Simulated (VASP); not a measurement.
# Al in VASP: notebook

The runs below take Al through single point, with PBE+D3(BJ).

All numbers are computed with VASP 6.6.1; they aren't measurements. Logs are shortened: lines on timing, memory, paths and dates and some standing lists are left out, and cuts for length are marked.

### 1 The cell of the first run

The cell holds a slab with vacuum, 18 atoms: a = 5.728 Å, b = 8.591 Å, c = 17.677 Å, α = 90.00°, β = 90.00°, γ = 60.00°.

### 2 Single point, PBE+D3(BJ)

INCAR

```
PREC = Accurate
ENCUT = 520
EDIFF = 1E-6
ISMEAR = -1
SIGMA = 0.05
LREAL = Auto
LASPH = True
NELM = 100
ALGO = Normal
ISIF = 2
LWAVE = False
LCHARG = False
GGA = PE
IVDW = 12
NBANDS = 42
```

KPOINTS

```
Automatic mesh
0
Gamma
  3 2 1
```

POSCAR

```
Al
1.0
    5.7275650000      0.0000000000      0.0000000000
    4.2956740000      7.4403250000      0.0000000000
    0.0000000000      0.0000000000     17.6765370000
Al
18
Direct
    0.1666684695      0.1111107378      0.0565721668
    0.6666715249      0.1111107378      0.0565721668
    0.1666708227      0.4444429511      0.0565721668
    0.6666738781      0.4444429511      0.0565721668
    0.1666731759      0.7777751644      0.0565721668
    0.6666762313      0.7777751644      0.0565721668
   -0.1201535561      0.2150040489      0.2124341436
    0.3490136593      0.2098161035      0.1970351998
   -0.1840678599      0.5853238938      0.1865127768
    0.2829707436      0.5666553544      0.1951004317
   -0.1722844806      0.8812518270      0.2209143114
    0.3595562718      0.8816819158      0.1896638465
   -0.0374285455      0.0730210038      0.3614508883
    0.4473936452      0.0365306623      0.3683583498
    0.0436267378      0.3890018245      0.3420409778
    0.5147243955      0.3611266981      0.3598216099
    0.0855652477      0.6849028772      0.3664462106
    0.5606352154      0.7061116282      0.4047681964
```

Potentials or basis: VASP PAW PBE potentials, release 64 (Al).

Launch:

```bash
$ cat potpaw_PBE.64/Al/POTCAR > POTCAR
$ mpirun -np 1 vasp_std > vasp.out
```

OUTCAR:

```text
PREC = Accurate
   ENCUT = 520
   EDIFF = 1E-6
   ISMEAR = -1
   LREAL = Auto
   LASPH = True
   NELM = 100
   ISIF = 2
   GGA = PE
   IVDW = 12
 IVDW          = 12

 ion  position               nearest neighbor table
   1  0.167  0.111  0.057-   4 2.86   2 2.86   3 2.86   5 2.86   2 2.86   6 2.86  12 2.91   8 2.98
                             7 3.10
   2  0.667  0.111  0.057-   1 2.86   3 2.86   4 2.86   6 2.86   5 2.86   1 2.86   8 2.94   7 3.31

   3  0.167  0.444  0.057-   6 2.86   4 2.86   2 2.86   5 2.86   1 2.86   4 2.86  10 2.87   9 2.89
                             8 3.04
   4  0.667  0.444  0.057-   1 2.86   3 2.86   5 2.86   6 2.86   2 2.86   3 2.86   9 2.92  10 3.10
                             7 3.25
   5  0.167  0.778  0.057-   6 2.86   4 2.86   3 2.86   1 2.86   2 2.86   6 2.86  10 2.92  12 2.92
                            11 3.36
   6  0.667  0.778  0.057-   9 2.71  12 2.80   3 2.86   5 2.86   4 2.86   2 2.86   5 2.86   1 2.86
                            11 3.30
   7  0.880  0.215  0.212-   8 2.68  12 2.84  13 2.84  11 3.03   9 3.05   8 3.07   1 3.10  15 3.12
                            16 3.18   4 3.25  10 3.25   2 3.31
   8  0.349  0.210  0.197-   7 2.68  12 2.79  11 2.82  10 2.90   2 2.94   1 2.98   3 3.04  15 3.05
                             7 3.07   9 3.15  14 3.30
   9  0.816  0.585  0.187-  12 2.58  10 2.60  11 2.65   6 2.71   3 2.89   4 2.92   7 3.05  10 3.14
                            15 3.15   8 3.15
  10  0.283  0.567  0.195-   9 2.60  11 2.70   3 2.87   8 2.90   5 2.92  12 2.95   4 3.10   9 3.14
                            17 3.21   7 3.25  16 3.32
  11  0.828  0.881  0.221-   9 2.65  10 2.70  12 2.74   8 2.82  17 3.03   7 3.03  12 3.10  14 3.23
                            13 3.28   6 3.30   5 3.36
  12  0.360  0.882  0.190-   9 2.58  11 2.74   8 2.79   6 2.80   7 2.84   1 2.91   5 2.92  10 2.95
                            11 3.10
  13  0.963  0.073  0.361-  16 2.52  14 2.64   7 2.84  15 2.99  17 3.05  14 3.12  11 3.28
  14  0.447  0.037  0.368-  13 2.64  18 2.66  15 2.78  16 3.00  13 3.12  11 3.23   8 3.30
  15  0.044  0.389  0.342-  16 2.61  17 2.71  14 2.78  18 2.96  13 2.99   8 3.05   7 3.12   9 3.15
                            16 3.17
  16  0.515  0.361  0.360-  13 2.52  15 2.61  17 2.64  14 3.00  15 3.17   7 3.18  18 3.20  10 3.32

  17  0.086  0.685  0.366-  16 2.64  15 2.71  18 2.90  18 3.00  11 3.03  13 3.05  10 3.21
  18  0.561  0.706  0.405-  14 2.66  17 2.90  15 2.96  17 3.00  16 3.20

  LATTYP: Found a simple monoclinic cell.
 ALAT       =     5.7275650000
 B/A-ratio  =     3.0862219809
 C/A-ratio  =     1.3228756151
 COS(beta)  =    -0.1889822093

  Lattice vectors:

 A1 = (   5.7275650000,   0.0000000000,   0.0000000000)
 A2 = (   0.0000000000,   0.0000000000, -17.6765370000)
 A3 = (  -1.4318910000,   7.4403250000,   0.0000000000)

Analysis of symmetry for initial positions (statically):
=====================================================================
 Subroutine PRICEL returns:
 Original cell was already a primitive cell.

 Routine SETGRP: Setting up the symmetry group for a
 simple monoclinic supercell.

 Subroutine GETGRP returns: Found  1 space group operations
 (whereof  1 operations were pure point group operations)
 out of a pool of  4 trial point group operations.

The static configuration has the point symmetry C_1 .

Analysis of symmetry for dynamics (positions and initial velocities):
=====================================================================
 Subroutine PRICEL returns:
 Original cell was already a primitive cell.

 Routine SETGRP: Setting up the symmetry group for a
 simple monoclinic supercell.

 Subroutine GETGRP returns: Found  1 space group operations
 (whereof  1 operations were pure point group operations)
 out of a pool of  4 trial point group operations.

The dynamic configuration has the point symmetry C_1 .

 Subroutine INISYM returns: Found  1 space group operations
 (whereof  1 operations are pure point group operations),
 and found     1 'primitive' translations

----------------------------------------------------------------------------------------

                                     Primitive cell

  volume of cell :     753.2847

[... 75 lines left out ...]
|           W WW W  AAAAAA  RRRRR   N  N N  II  N  N N  G  GGG   !            |
|           WW  WW  A    A  R   R   N   NN  II  N   NN  G    G                |
|           W    W  A    A  R    R  N    N  II  N    N   GGGG   !!!           |
|                                                                             |
|     Your reciprocal lattice and k-lattice belong to different lattice       |
|     classes:                                                                |
|                                                                             |
|        The reciprocal lattice is simple monoclinic,                         |
|        whereas your k-lattice is hexagonal.                                 |
|                                                                             |
|     Results are often still useful ...                                      |
|                                                                             |
 -----------------------------------------------------------------------------

 Subroutine IBZKPT returns following result:
 ===========================================

 Found      4 irreducible k-points:

 Following reciprocal coordinates:
            Coordinates               Weight
  0.000000  0.000000  0.000000      1.000000
  0.333333  0.000000  0.000000      2.000000
  0.000000  0.500000  0.000000      1.000000
  0.333333  0.500000  0.000000      2.000000
   k-points           NKPTS =      4   k-points in BZ     NKDIM =      4   number of bands    NBANDS=     42
   number of dos      NEDOS =    301   number of ions     NIONS =     18
   total plane-waves  NPLWV = 430080
   dimension x,y,z NGX =    48 NGY =   64 NGZ =  140
   dimension x,y,z NGXF=    96 NGYF=  128 NGZF=  280
   ions per type =              18
   NGX,Y,Z   is equivalent  to a cutoff of  13.93, 12.38, 13.17 a.u.
   NGXF,Y,Z  is equivalent  to a cutoff of  27.86, 24.77, 26.33 a.u.
 SYSTEM =  unknown system
   PREC   = accura    normal or accurate (medium, high low for compatibility)
   ISTART =      0    job   : 0-new  1-cont  2-samecut
   ICHARG =      2    charge: 1-file 2-atom 10-const
   ISPIN  =      1    spin polarized calculation?
   LNONCOLLINEAR =      F non collinear calculations
   LSORBIT =      F    spin-orbit coupling
   LASPH  =      T    aspherical Exc in radial PAW
   ENCUT  =  520.0 eV  38.22 Ry    6.18 a.u.  10.65 15.97 32.87*2*pi/ulx,y,z
   NELM   =    100;   NELMIN=  2; NELMDL= -5     # of ELM steps
   EDIFF  = 0.1E-05   stopping-criterion for ELM
   LREAL  =      T    real-space projection
   EDIFFG = 0.1E-04   stopping-criterion for IOM
   NSW    =      0    number of steps for IOM
   IBRION =     -1    ionic relax: 0-MD 1-quasi-New 2-CG
   NFREE  =      0    steps in history (QN), initial steepest desc. (CG)
   ISIF   =      2    stress and relaxation
   ISYM   =      2    0-nonsym 1-usesym 2-fastsym
   POTIM  = 0.5000    time-step for ionic-motion
   TEBEG  =    0.0;   TEEND  =   0.0 temperature during run
   PSTRESS=    0.0 pullay stress
   NELECT =      54.0000    total number of electrons
   NUPDOWN=      -1.0000    fix difference up-down
   EMIN   =  10.00;   EMAX   =-10.00  energy-range for DOS
   EFERMI =   0.00;   METHOD = LEGACY
   ISMEAR =    -1;   SIGMA  =   0.05  broadening in eV -4-tet -1-fermi 0-gaus
   EFERMI_NEDOS =   21; number of points for ismear=-14 and -15
   IALGO  =     38    algorithm
   IMIX   =      4    mixing-type and parameters
     AMIX     =   0.40;   BMIX     =  1.00
     AMIX_MAG =   1.60;   BMIX_MAG =  1.00
  volume/ion in A,a.u.               =      41.85       282.41
  Fermi-wavevector in a.u.,A,eV,Ry     =   0.680069  1.285144  6.292613  0.462494
  Thomas-Fermi vector in A             =   1.758452
   LORBIT       =      0    0 simple, 1 ext, 2 COOP (PROOUT), +10 PAW based schemes
   GGA     = PE    functional components
   LHFCALC =     F    Hartree Fock is set to
   AEXX    =    0.0000 exact exchange contribution
   IVDW    =    12    specifies the selected vdW correction
   LEPSILON=     F    determine dielectric tensor
   LRPA    =     F    only Hartree local field effects (RPA)
 non-spin polarized calculation
  energy-cutoff  :      520.00
  volume of cell :      753.28
 maximum number of plane-waves:     20332
 NGX is ok and might be reduce to    42
   NGX = 21   NGY = 31   NGZ = 65

 number of electron      54.0000000 magnetization

 Free energy of the ion-electron system (eV)
  ---------------------------------------------------
  ext. energy  EPLUGINS =         0.00000000
  ---------------------------------------------------
  free energy    TOTEN  =       -60.79156754 eV

  energy without entropy =      -60.73525631  energy(sigma->0) =      -60.76341193

 E-fermi :   0.7167     XC(G=0):  -5.3746

 val. band max:        0.6818760435   @ k =   0.0000   0.0000   0.0000
 cond. band min:       0.8710775731   @ k =   0.0000   0.5000   0.0000
 fundamental gap:      0.1892015296
 Fermi energy:         0.7166688516

 k-point     1 :       0.0000    0.0000    0.0000
  band No.  band energies     occupation
      1      -8.9456      2.00000
      2      -7.6323      2.00000
      3      -6.4475      2.00000
      4      -6.2190      2.00000
      5      -5.8620      2.00000
      6      -5.1303      2.00000
[... 157 lines left out ...]
     38       3.3797      0.00000
     39       3.4926      0.00000
 [bands above 39 left out]

------------------------ aborting loop because EDIFF is reached ----------------------------------------

 Edisp (eV)   -3.71994

 E8    (eV) :    -1.7245

  FORCE on cell =-STRESS in cart. coord.  units (eV):
  Direction    XX          YY          ZZ          XY          YZ          ZX
  --------------------------------------------------------------------------------------
  -------------------------------------------------------------------------------------
  Total     -12.35997   -15.22036   -13.67081    -2.02512    -0.66201     0.42141
  in kB     -26.28869   -32.37252   -29.07673    -4.30727    -1.40804     0.89630
  external pressure =      -29.25 kB  Pullay stress =        0.00 kB

 VOLUME and BASIS-vectors are now :
 -----------------------------------------------------------------------------
  energy-cutoff  :      520.00
  volume of cell :      753.28
      direct lattice vectors                 reciprocal lattice vectors
     5.727565000  0.000000000  0.000000000     0.174594265 -0.100802054  0.000000000
     4.295674000  7.440325000  0.000000000     0.000000000  0.134402731  0.000000000
     0.000000000  0.000000000 17.676537000     0.000000000  0.000000000  0.056572167

 POSITION                                       TOTAL-FORCE (eV/Angst)
 -----------------------------------------------------------------------------------
      1.43190      0.82670      1.00000        -0.058560     -0.007290      0.422599
      4.29570      0.82670      1.00000         0.113854      0.040407      0.666552
      2.86380      3.30680      1.00000         0.011208     -0.023489      0.242832
      5.72760      3.30680      1.00000        -0.058573     -0.034600      0.503730
      4.29570      5.78690      1.00000        -0.011299      0.058335      0.305135
      7.15950      5.78690      1.00000         0.049972      0.148864     -0.171855
[... 10 lines left out ...]
      3.43220      5.09590      6.47750        -0.129627      0.759191     -0.439185
      6.24430      5.25370      7.15490        -0.040947     -0.482238     -0.344047
 -----------------------------------------------------------------------------------
    total drift:                                0.007655      0.010169     -0.005104

  FREE ENERGIE OF THE ION-ELECTRON SYSTEM (eV)
  ---------------------------------------------------
  free  energy   TOTEN  =       -64.5115113233 eV

  energy  without entropy=      -64.4552000875  energy(sigma->0) =      -64.48335571
```

It took 13 min on 1 thread of AMD EPYC, shared host; peak memory 0.73 GiB.

What came out:

```yaml
Free_energy: -64.5115 eV
Largest_force: 1.565 eV/Å
Band_gap_on_the_k_mesh: zero (bands 27 and 28 overlap by 0.75 eV)
Dispersion_energy_per_atom: -0.207 eV
```

Forces in eV/Å, atoms in the order of the input:
```
Al  -0.059 -0.007  0.423
Al   0.114  0.040  0.667
Al   0.011 -0.023  0.243
Al  -0.059 -0.035  0.504
Al  -0.011  0.058  0.305
Al   0.050  0.149 -0.172
Al  -0.766  0.319 -0.282
Al   0.628  0.280  0.083
Al  -0.837 -1.277  0.345
Al   1.255 -0.363  0.269
Al   0.545  0.757  0.231
Al  -0.859  0.288  0.258
Al  -0.202 -0.821 -0.443
Al   0.793  0.225 -0.646
Al  -0.844  0.032 -0.391
Al   0.411  0.101 -0.610
Al  -0.130  0.759 -0.439
Al  -0.041 -0.482 -0.344
```

Levels at points of the mesh, in eV from the Fermi level:
| k point | band 24 | band 25 | band 26 | band 27 | band 28 | band 29 | band 30 | band 31 |
| --- | --- | --- | --- | --- | --- | --- | --- | --- |
| (0.00, 0.00, 0.00) | -0.74 | -0.64 | -0.59 | -0.40 | -0.03 | 0.26 | 0.60 | 0.88 |
| (0.00, 0.50, 0.00) | -1.01 | -0.92 | -0.70 | -0.56 | -0.54 | -0.23 | 0.15 | 0.17 |

Caveat: the k points lie up to 0.42 Å⁻¹ apart, too coarse for converged energies and pressures of a metal; the atoms stand as in a frame of molecular dynamics.

### 3 Single point, PBE+D3(BJ)

INCAR

```
SYSTEM = Al
  ALGO = Normal
  EDIFF = 1E-7
  ENCUT = 520
  GGA = PE
  ISIF = 2
  ISMEAR = -1
  IVDW = 12
  LASPH = .True.
  LCHARG = .True.
  LELF = .True.
  LREAL = Auto
  LVHAR = .True.
  LWAVE = .False.
  NBANDS = 42
  NELM = 60
  PREC = Accurate
  SIGMA = 0.05
```

KPOINTS

```
k-points
0
Gamma
  3 2 1
  0 0 0
```

POSCAR

```
Al
1.0
    5.7275650000      0.0000000000      0.0000000000
    4.2956740000      7.4403250000      0.0000000000
    0.0000000000      0.0000000000     17.6765370000
Al
18
Direct
    0.1666684695      0.1111107378      0.0565721668
    0.6666715249      0.1111107378      0.0565721668
    0.1666708227      0.4444429511      0.0565721668
    0.6666738781      0.4444429511      0.0565721668
    0.1666731759      0.7777751644      0.0565721668
    0.6666762313      0.7777751644      0.0565721668
   -0.1639606956      0.2780926908      0.1957679833
    0.3372534416      0.2399760763      0.1834748514
   -0.2363455694      0.6315853138      0.2346104330
    0.3225865039      0.5721255456      0.1781683822
   -0.2207254919      0.9559663052      0.2226963347
    0.3470798916      0.8749214584      0.1918701610
    0.0300327344      0.0450652357      0.3354786065
    0.4929812718      0.0684916317      0.3619260945
   -0.0126091430      0.3836929166      0.3511547539
    0.4421739975      0.4333009647      0.3096534123
   -0.0091322269      0.7361371983      0.3513301276
    0.4022963671      0.7339061130      0.3497913647
```

Potentials or basis: VASP PAW PBE potentials, release 64 (Al).

Launch:

```bash
$ cat potpaw_PBE.64/Al/POTCAR > POTCAR
$ mpirun -np 1 vasp_std > vasp.out
```

Run time: 14 min. Hardware: 1 thread of AMD EPYC, shared host; peak memory 0.73 GiB.

Results (log left out):

```yaml
Free_energy: -64.6245 eV
Largest_force: 3.076 eV/Å
Band_gap_on_the_k_mesh: zero (bands 27 and 28 overlap by 0.37 eV)
Dispersion_energy_per_atom: -0.216 eV
```

Forces on the atoms (eV/Å):
```
Al   0.228 -0.014  0.435
Al  -0.156 -0.099  0.396
Al  -0.018 -0.015  0.025
Al   0.060  0.040 -0.041
Al   0.002  0.225  0.054
Al   0.019  0.104  0.559
Al   0.062 -0.490  0.145
Al  -0.284  0.284  0.454
Al   1.410 -1.526  0.038
Al  -0.529  0.196 -0.097
Al   0.437 -0.535 -0.397
Al  -0.953  2.088 -0.470
Al  -0.563  1.287 -0.370
Al   0.200 -0.089 -0.626
Al  -0.187  0.218 -0.555
Al  -0.125 -1.279  0.776
Al  -2.632  0.133 -0.258
Al   3.030 -0.527 -0.065
```

Levels at points of the mesh, in eV from the Fermi level:
```tsv
k point	band 25	band 26	band 27	band 28	band 29	band 30
(0.00, 0.00, 0.00)	-0.46	-0.28	-0.18	-0.02	0.07	0.44
(0.00, 0.50, 0.00)	-0.66	-0.40	-0.20	-0.13	-0.03	0.08
```

Caveat: the k points lie up to 0.42 Å⁻¹ apart; the atoms stand as in a frame of molecular dynamics.

### 4 Single point, PBE+D3(BJ)

INCAR

```
PREC     = Accurate       # precision mode
ENCUT    = 520            # plane-wave cutoff, eV
EDIFF    = 1E-6           # SCF threshold, eV
ISMEAR   = -1             # smearing method
SIGMA    = 0.05           # smearing width, eV
LREAL    = Auto         
LASPH    = True           # aspherical terms in the spheres
NELM     = 80             # most SCF steps
ALGO     = Normal         # electronic algorithm
ISIF     = 2              # what is computed and relaxed
LWAVE    = False          # write WAVECAR
LCHARG   = False          # write CHGCAR
GGA      = PE             # functional
IVDW     = 12             # dispersion correction
NBANDS   = 42             # bands
```

KPOINTS

```
regular mesh
0
Gamma
  3 2 1
```

POSCAR

```
Al
1.0
    5.7275650000      0.0000000000      0.0000000000
    4.2956740000      7.4403250000      0.0000000000
    0.0000000000      0.0000000000     17.6765370000
Al
18
Direct
    0.1666684695      0.1111107378      0.0565721668
    0.6666715249      0.1111107378      0.0565721668
    0.1666708227      0.4444429511      0.0565721668
    0.6666738781      0.4444429511      0.0565721668
    0.1666731759      0.7777751644      0.0565721668
    0.6666762313      0.7777751644      0.0565721668
   -0.1462487578      0.2695849980      0.1723527634
    0.3292119021      0.2656201174      0.1816588849
   -0.1370911609      0.5887780440      0.2025170428
    0.3484782275      0.6143548837      0.1626223507
   -0.1094734678      0.8968828647      0.2056511408
    0.3359782977      0.9089522299      0.1910159213
   -0.0918001469      0.1243090860      0.3542209653
    0.5403510846      0.0762869902      0.3230666731
    0.0263175166      0.3506701656      0.3124537346
    0.4357627128      0.4036248417      0.2906904220
   -0.0502283438      0.6877118943      0.3282543408
    0.5295695084      0.6516919624      0.3321295342
```

Launch:

```bash
$ cat potpaw_PBE.64/Al/POTCAR > POTCAR
$ mpirun -np 1 vasp_std > vasp.out
```

Run time: 12 min. Hardware: 1 thread of AMD EPYC, shared host; peak memory 0.73 GiB.

Results (log left out):

```
Free energy                : -63.9999 eV
Largest force              : 3.961 eV/Å
Band gap on the k mesh     : zero (bands 27 and 28 overlap by 0.24 eV)
Dispersion energy per atom : -0.226 eV
```

Forces on the atoms (eV/Å):
```
Al   0.382 -0.178 -0.421
Al  -0.043 -0.033  0.205
Al  -0.153  0.165 -0.468
Al   0.321  0.142 -1.886
Al  -0.398  1.868 -2.357
Al  -0.043  0.070  0.337
Al  -0.645 -0.574  2.024
Al   0.174 -1.215 -0.471
Al  -0.520  0.283 -1.301
Al   0.042 -2.284  3.236
Al  -0.825  0.972 -0.118
Al   1.143  0.584  0.436
Al   0.854 -0.791 -0.216
Al  -1.522 -1.001 -0.323
Al  -0.042  0.309  0.024
Al   0.897  0.174  0.716
Al   0.735  0.660  0.915
Al  -0.356  0.850 -0.331
```

Levels at points of the mesh, in eV from the Fermi level:
```tsv
k point	band 24	band 25	band 26	band 27	band 28	band 29	band 30	band 31
(0.00, 0.00, 0.00)	-0.60	-0.35	-0.25	-0.20	0.03	0.24	0.28	0.48
(0.00, 0.50, 0.00)	-1.30	-0.58	-0.42	-0.27	-0.14	0.13	0.32	0.79
```

Caveat: the k points lie up to 0.42 Å⁻¹ apart; the atoms stand as in a frame of molecular dynamics.

### 5 Summary

| cell | gap on the mesh (eV) | largest force (eV/Å) |
| --- | --- | --- |
| as given, atomic positions A | none | 1.57 |
| as given, atomic positions B | none | 3.08 |
| as given, atomic positions C | none | 3.96 |

Alike in all rows: task single point; level PBE+D3(BJ); potentials or basis VASP PAW PBE potentials, release 64 (Al); no spin polarisation; k mesh 3 × 2 × 1; cutoff (eV) 520; smearing fermi-dirac 0.05 eV.

Caveats: all runs use coarse meshes; the atoms stand as in a frame of molecular dynamics.

Total energies depend on the potentials used, so only differences within one code and one set of settings carry meaning.
